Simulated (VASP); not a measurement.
# Si17C15 (a cell with a defect) in VASP: single point with PBE

Aim: the single point of Si17C15 (a cell with a defect) with PBE.

Everything below comes from runs of VASP 6.6.1. Logs are shortened: lines on timing, memory, paths and dates and some standing lists are left out, and cuts for length are marked.

## 1. The cell of the first run

The cell holds a defect, 32 atoms: a = 6.152 Å, b = 6.152 Å, c = 10.096 Å, α = 90.00°, β = 90.00°, γ = 120.00°.

## 2. Single point, PBE

INCAR

```
PREC = Accurate
ENCUT = 520
EDIFF = 1E-7
ISMEAR = -1
SIGMA = 0.01
LREAL = Auto
LASPH = T
NELM = 80
ALGO = Normal
ISIF = 2
LWAVE = F
LCHARG = F
GGA = PE
NBANDS = 86
```

KPOINTS

```
regular mesh
0
Gamma
  4 4 2
```

POSCAR

```
Si17C15
1.0
    6.1520000000      0.0000000000      0.0000000000
   -3.0760000000      5.3277882840      0.0000000000
    0.0000000000      0.0000000000     10.0960000000
Si C
17 15
Direct
    0.1666666667      0.3333333333     -0.0285537946
    0.1666666667      0.3333333333      0.5011413922
    0.1689178909      0.8344589455      0.0021384569
    0.1638762140      0.8319381070      0.5063458561
    0.6655410545      0.3310821091      0.0021384569
    0.6680618930      0.3361237860      0.5063458561
    0.6655410545      0.8344589455      0.0021384569
    0.6680618930      0.8319381070      0.5063458561
    0.3490117962      0.1509882038      0.2627603806
    0.3352758921      0.1647241079      0.7482820574
    0.3490117962      0.6980235924      0.2627603806
    0.3352758921      0.6705517843      0.7482820574
    0.8019764076      0.1509882038      0.2627603806
    0.8294482157      0.1647241079      0.7482820574
    0.8333333333      0.6666666667      0.2522746654
    0.8333333333      0.6666666667      0.7556426693
    0.1666666667      0.3333333333      0.1836638813
    0.1666666667      0.3333333333      0.6895698287
    0.1667549558      0.8333774779      0.1903966911
    0.1627776481      0.8313888240      0.6906205962
    0.6666225221      0.3332450442      0.1903966911
    0.6686111760      0.3372223519      0.6906205962
    0.6666225221      0.8333774779      0.1903966911
    0.6686111760      0.8313888240      0.6906205962
    0.3362481457      0.1637518543      0.4475853327
    0.3372498707      0.1627501293      0.9328266815
    0.3362481457      0.6724962915      0.4475853327
    0.3372498707      0.6744997414      0.9328266815
    0.8275037085      0.1637518543      0.4475853327
    0.8255002586      0.1627501293      0.9328266815
    0.8333333333      0.6666666667      0.4400773243
    0.8333333333      0.6666666667      0.9433158760
```

Potentials or basis: VASP PAW PBE potentials, release 64 (Si, C).

Started as:

```console
$ cat potpaw_PBE.64/Si/POTCAR potpaw_PBE.64/C/POTCAR > POTCAR
$ mpirun -np 1 vasp_std > vasp.out
```

OUTCAR:

```text
PREC = Accurate
   ENCUT = 520
   EDIFF = 1E-7
   ISMEAR = -1
   LREAL = Auto
   LASPH = T
   NELM = 80
   ISIF = 2
   GGA = PE

 ion  position               nearest neighbor table
   1  0.167  0.333  0.971-  26 1.86  28 1.86  30 1.86  17 2.14  10 2.88  12 2.88  14 2.88   3 3.09
                             5 3.09   7 3.09   7 3.09   3 3.09   5 3.09
   2  0.167  0.333  0.501-  25 1.89  27 1.89  29 1.89  18 1.90  10 3.07  12 3.07  14 3.07   4 3.08
                             6 3.08   8 3.08   8 3.08   4 3.08   6 3.08   9 3.09  11 3.09  13 3.09
   3  0.169  0.834  0.002-  32 1.88  26 1.88  28 1.88  19 1.90   5 3.06   7 3.06  16 3.06   1 3.09
                             1 3.09  15 3.09   5 3.10   7 3.10  10 3.11  12 3.11   9 3.13  11 3.13
   4  0.164  0.832  0.506-  20 1.86  27 1.87  25 1.87  31 1.88   9 2.99  11 2.99  12 3.02  10 3.02
                             6 3.05   8 3.05  16 3.07   2 3.08   2 3.08   6 3.10   8 3.10  15 3.11
   5  0.666  0.331  0.002-  32 1.88  26 1.88  30 1.88  21 1.90   3 3.06   7 3.06  16 3.06   1 3.09
                             1 3.09  15 3.09   7 3.10   3 3.10  10 3.11  14 3.11   9 3.13  13 3.13
   6  0.668  0.336  0.506-  22 1.86  29 1.87  25 1.87  31 1.88   9 2.99  13 2.99  14 3.02  10 3.02
                             4 3.05   8 3.05  16 3.07   2 3.08   2 3.08   8 3.10   4 3.10  15 3.11
   7  0.666  0.834  0.002-  32 1.88  30 1.88  28 1.88  23 1.90   5 3.06   3 3.06  16 3.06   1 3.09
                             1 3.09  15 3.09   5 3.10   3 3.10  14 3.11  12 3.11  13 3.13  11 3.13
   8  0.668  0.832  0.506-  24 1.86  29 1.87  27 1.87  31 1.88  13 2.99  11 2.99  14 3.02  12 3.02
                             6 3.05   4 3.05  16 3.07   2 3.08   2 3.08   6 3.10   4 3.10  15 3.11
   9  0.349  0.151  0.263-  19 1.85  21 1.85  25 1.87  17 2.10  11 2.79  13 2.79   4 2.99   6 2.99
                            15 3.08  15 3.08   2 3.09   3 3.13   5 3.13
  10  0.335  0.165  0.748-  26 1.86  20 1.87  22 1.87  18 1.89   1 2.88   4 3.02   6 3.02  12 3.04
                            14 3.04   2 3.07  16 3.08  16 3.08   3 3.11   5 3.11  12 3.11  14 3.11
  11  0.349  0.698  0.263-  23 1.85  19 1.85  27 1.87  17 2.10   9 2.79  13 2.79   8 2.99   4 2.99
                            15 3.08  15 3.08   2 3.09   7 3.13   3 3.13
[... 9 lines left out ...]
                             6 3.07   4 3.07  10 3.08  14 3.08  14 3.08  10 3.08  12 3.08  12 3.08
  17  0.167  0.333  0.184-   9 2.10  11 2.10  13 2.10   1 2.14
  18  0.167  0.333  0.690-  10 1.89  12 1.89  14 1.89   2 1.90
  19  0.167  0.833  0.190-   9 1.85  11 1.85  15 1.88   3 1.90
  20  0.163  0.831  0.691-   4 1.86  12 1.87  10 1.87  16 1.87
  21  0.667  0.333  0.190-   9 1.85  13 1.85  15 1.88   5 1.90
  22  0.669  0.337  0.691-   6 1.86  14 1.87  10 1.87  16 1.87
[... 8 lines left out ...]
  31  0.833  0.667  0.440-   8 1.88   6 1.88   4 1.88  15 1.90
  32  0.833  0.667  0.943-   5 1.88   3 1.88   7 1.88  16 1.89

  LATTYP: Found a hexagonal cell.
 ALAT       =     6.1520000000
 C/A-ratio  =     1.6410923277

  Lattice vectors:

 A1 = (   6.1520000000,   0.0000000000,   0.0000000000)
 A2 = (  -3.0760000000,   5.3277882840,   0.0000000000)
 A3 = (   0.0000000000,   0.0000000000,  10.0960000000)

Analysis of symmetry for initial positions (statically):
=====================================================================
 Subroutine PRICEL returns:
 Original cell was already a primitive cell.

 Routine SETGRP: Setting up the symmetry group for a
 hexagonal supercell.

 Subroutine GETGRP returns: Found  6 space group operations
 (whereof  2 operations were pure point group operations)
 out of a pool of 24 trial point group operations.

The static configuration has the point symmetry C_1h.
 The point group associated with its full space group is C_3v.

Analysis of symmetry for dynamics (positions and initial velocities):
=====================================================================
 Subroutine PRICEL returns:
 Original cell was already a primitive cell.

 Routine SETGRP: Setting up the symmetry group for a
 hexagonal supercell.

 Subroutine GETGRP returns: Found  6 space group operations
 (whereof  2 operations were pure point group operations)
 out of a pool of 24 trial point group operations.

The dynamic configuration has the point symmetry C_1h.
 The point group associated with its full space group is C_3v.

 Subroutine INISYM returns: Found  6 space group operations
 (whereof  2 operations are pure point group operations),
 and found     1 'primitive' translations

----------------------------------------------------------------------------------------

                                     Primitive cell

  volume of cell :     330.9121

  direct lattice vectors                    reciprocal lattice vectors
     6.152000000  0.000000000  0.000000000     0.162548765  0.093847573  0.000000000
    -3.076000000  5.327788284  0.000000000     0.000000000  0.187695146  0.000000000
     0.000000000  0.000000000 10.096000000     0.000000000  0.000000000  0.099049128

  length of vectors
     6.152000000  6.152000000 10.096000000     0.187695146  0.187695146  0.099049128

  position of ions in fractional coordinates (direct lattice)
     0.166666667  0.333333333  0.971446205
     0.166666667  0.333333333  0.501141392
     0.168917891  0.834458946  0.002138457
     0.163876214  0.831938107  0.506345856
     0.665541054  0.331082109  0.002138457
     0.668061893  0.336123786  0.506345856
[... 24 lines left out ...]
     0.833333333  0.666666667  0.440077324
     0.833333333  0.666666667  0.943315876

  ion indices of the primitive-cell ions
   primitive index   ion index
                 1           1
                 2           2
                 3           3
                 4           4
                 5           5
                 6           6
[... 24 lines left out ...]
                31          31
                32          32

----------------------------------------------------------------------------------------

 KPOINTS: regular mesh

Automatic generation of k-mesh.
 Grid dimensions read from file:
 generate k-points for:    4    4    2

 Generating k-lattice:

  Cartesian coordinates                     Fractional coordinates (reciprocal lattice)
     0.040637191  0.023461893  0.000000000     0.250000000  0.000000000  0.000000000
     0.000000000  0.046923787  0.000000000     0.000000000  0.250000000  0.000000000
     0.000000000  0.000000000  0.049524564     0.000000000  0.000000000  0.500000000

  Length of vectors
     0.046923787  0.046923787  0.049524564

  Shift w.r.t. Gamma in fractional coordinates (k-lattice)
     0.000000000  0.000000000  0.000000000

 Subroutine IBZKPT returns following result:
 ===========================================

 Found      8 irreducible k-points:

 Following reciprocal coordinates:
            Coordinates               Weight
  0.000000  0.000000  0.000000      1.000000
  0.250000  0.000000  0.000000      6.000000
  0.500000  0.000000  0.000000      3.000000
  0.250000  0.250000  0.000000      6.000000
  0.000000  0.000000  0.500000      1.000000
  0.250000  0.000000  0.500000      6.000000
  0.500000  0.000000  0.500000      3.000000
  0.250000  0.250000  0.500000      6.000000
   k-points           NKPTS =      8   k-points in BZ     NKDIM =      8   number of bands    NBANDS=     86
   number of dos      NEDOS =    301   number of ions     NIONS =     32
   total plane-waves  NPLWV = 184320
   dimension x,y,z NGX =    48 NGY =   48 NGZ =   80
   dimension x,y,z NGXF=    96 NGYF=   96 NGZF=  160
   ions per type =              17  15
   NGX,Y,Z   is equivalent  to a cutoff of  12.97, 12.97, 13.17 a.u.
   NGXF,Y,Z  is equivalent  to a cutoff of  25.94, 25.94, 26.35 a.u.
 SYSTEM =  unknown system
   PREC   = accura    normal or accurate (medium, high low for compatibility)
   ISTART =      0    job   : 0-new  1-cont  2-samecut
   ICHARG =      2    charge: 1-file 2-atom 10-const
   ISPIN  =      1    spin polarized calculation?
   LNONCOLLINEAR =      F non collinear calculations
   LSORBIT =      F    spin-orbit coupling
   LASPH  =      T    aspherical Exc in radial PAW
   ENCUT  =  520.0 eV  38.22 Ry    6.18 a.u.  11.44 11.44 18.77*2*pi/ulx,y,z
   NELM   =     80;   NELMIN=  2; NELMDL= -5     # of ELM steps
   EDIFF  = 0.1E-06   stopping-criterion for ELM
   LREAL  =      T    real-space projection
   EDIFFG = 0.1E-05   stopping-criterion for IOM
   NSW    =      0    number of steps for IOM
   IBRION =     -1    ionic relax: 0-MD 1-quasi-New 2-CG
   NFREE  =      0    steps in history (QN), initial steepest desc. (CG)
   ISIF   =      2    stress and relaxation
   ISYM   =      2    0-nonsym 1-usesym 2-fastsym
   POTIM  = 0.5000    time-step for ionic-motion
   TEBEG  =    0.0;   TEEND  =   0.0 temperature during run
   PSTRESS=    0.0 pullay stress
   NELECT =     128.0000    total number of electrons
   NUPDOWN=      -1.0000    fix difference up-down
   EMIN   =  10.00;   EMAX   =-10.00  energy-range for DOS
   EFERMI =   0.00;   METHOD = LEGACY
   ISMEAR =    -1;   SIGMA  =   0.01  broadening in eV -4-tet -1-fermi 0-gaus
   EFERMI_NEDOS =   21; number of points for ismear=-14 and -15
   IALGO  =     38    algorithm
   IMIX   =      4    mixing-type and parameters
     AMIX     =   0.40;   BMIX     =  1.00
     AMIX_MAG =   1.60;   BMIX_MAG =  1.00
  volume/ion in A,a.u.               =      10.34        69.78
  Fermi-wavevector in a.u.,A,eV,Ry     =   1.192817  2.254098 19.358549  1.422813
  Thomas-Fermi vector in A             =   2.328847
   LORBIT       =      0    0 simple, 1 ext, 2 COOP (PROOUT), +10 PAW based schemes
   GGA     = PE    functional components
   LHFCALC =     F    Hartree Fock is set to
   AEXX    =    0.0000 exact exchange contribution
   IVDW    =     0    specifies the selected vdW correction
   LEPSILON=     F    determine dielectric tensor
   LRPA    =     F    only Hartree local field effects (RPA)
 non-spin polarized calculation
  energy-cutoff  :      520.00
  volume of cell :      330.91
 maximum number of plane-waves:      8977
 NGX is ok and might be reduce to    48
   NGX = 23   NGY = 23   NGZ = 37

 number of electron     127.9999999 magnetization

 Free energy of the ion-electron system (eV)
  ---------------------------------------------------
  ext. energy  EPLUGINS =         0.00000000
  ---------------------------------------------------
  free energy    TOTEN  =      -232.04055600 eV

  energy without entropy =     -232.04055600  energy(sigma->0) =     -232.04055600

 E-fermi :  10.0874     XC(G=0): -11.4136

 val. band max:        9.8288216654   @ k =   0.0000   0.0000   0.0000
 cond. band min:      10.8293531805   @ k =   0.0000   0.0000   0.0000
 fundamental gap:      1.0005315151
 Fermi energy:        10.0873986235

 k-point     1 :       0.0000    0.0000    0.0000
  band No.  band energies     occupation
      1      -7.1561      2.00000
      2      -6.0273      2.00000
      3      -5.8179      2.00000
      4      -3.9102      2.00000
      5      -3.9102      2.00000
      6      -3.7553      2.00000
[... 621 lines left out ...]
     75      13.9149      0.00000
     76      13.9911      0.00000
 [bands above 76 left out]

------------------------ aborting loop because EDIFF is reached ----------------------------------------

  FORCE on cell =-STRESS in cart. coord.  units (eV):
  Direction    XX          YY          ZZ          XY          YZ          ZX
  --------------------------------------------------------------------------------------
  -------------------------------------------------------------------------------------
  Total       28.6878887     28.6878887     30.7941676     -0.0000000      0.0000000      0.0000000
  in kB      138.8981762    138.8981761    149.0961485     -0.0000000      0.0000000      0.0000000
  external PRESSURE =     142.2975003 kB  Pullay stress =       0.0000000 kB

 VOLUME and BASIS-vectors are now :
 -----------------------------------------------------------------------------
  energy-cutoff  :      520.00
  volume of cell :      330.91
      direct lattice vectors                 reciprocal lattice vectors
     6.152000000  0.000000000  0.000000000     0.162548765  0.093847573  0.000000000
    -3.076000000  5.327788284  0.000000000     0.000000000  0.187695146  0.000000000
     0.000000000  0.000000000 10.096000000     0.000000000  0.000000000  0.099049128

 POSITION                                       TOTAL-FORCE (eV/Angst)
 -----------------------------------------------------------------------------------
      0.00000      1.77593      9.80772         0.000000     -0.000000      0.018376
      0.00000      1.77593      5.05952         0.000000     -0.000000     -0.009548
     -1.52761      4.44582      0.02159        -0.005655     -0.003265      0.007525
     -1.55088      4.43239      5.11207         0.002615      0.001510     -0.003203
      3.07600      1.76394      0.02159         0.000000      0.006530      0.007525
      3.07600      1.79080      5.11207         0.000000     -0.003019     -0.003203
[... 24 lines left out ...]
      3.07600      3.55186      4.44302         0.000000     -0.000000     -0.007704
      3.07600      3.55186      9.52372         0.000000     -0.000000     -0.003687
 -----------------------------------------------------------------------------------
    total drift:                                0.000000     -0.000000     -0.067103

  FREE ENERGIE OF THE ION-ELECTRON SYSTEM (eV)
  ---------------------------------------------------
  free  energy   TOTEN  =      -232.0405559952 eV

  energy  without entropy=     -232.0405559952  energy(sigma->0) =     -232.04055600
```

It took 8.5 min on 1 thread of Intel Xeon 8259CL, shared host; peak memory 0.48 GiB.

What came out:

* Free energy: -232.0406 eV
* Pressure: 14.2 GPa
* Largest force: 0.020 eV/Å
* Band gap on the k mesh: 1.00 eV

Forces on the atoms (eV/Å):
```
Si   0.000  0.000  0.018
Si   0.000  0.000 -0.010
Si  -0.006 -0.003  0.008
Si   0.003  0.002 -0.003
Si   0.000  0.007  0.008
Si   0.000 -0.003 -0.003
Si   0.006 -0.003  0.008
Si  -0.003  0.002 -0.003
Si  -0.017  0.010  0.000
Si   0.005 -0.003  0.009
Si   0.000 -0.019  0.000
Si   0.000  0.006  0.009
Si   0.017  0.010  0.000
Si  -0.005 -0.003  0.009
Si   0.000  0.000  0.003
Si   0.000  0.000  0.003
Si   0.000  0.000  0.020
C    0.000  0.000  0.001
C    0.004  0.003 -0.003
C    0.003  0.002 -0.005
C    0.000 -0.005 -0.003
C    0.000 -0.004 -0.005
C   -0.004  0.003 -0.003
C   -0.003  0.002 -0.005
C   -0.009  0.005 -0.001
C   -0.006  0.003 -0.012
C    0.000 -0.010 -0.001
C    0.000 -0.006 -0.012
C    0.009  0.005 -0.001
C    0.006  0.003 -0.012
C    0.000  0.000 -0.008
C    0.000  0.000 -0.004
```
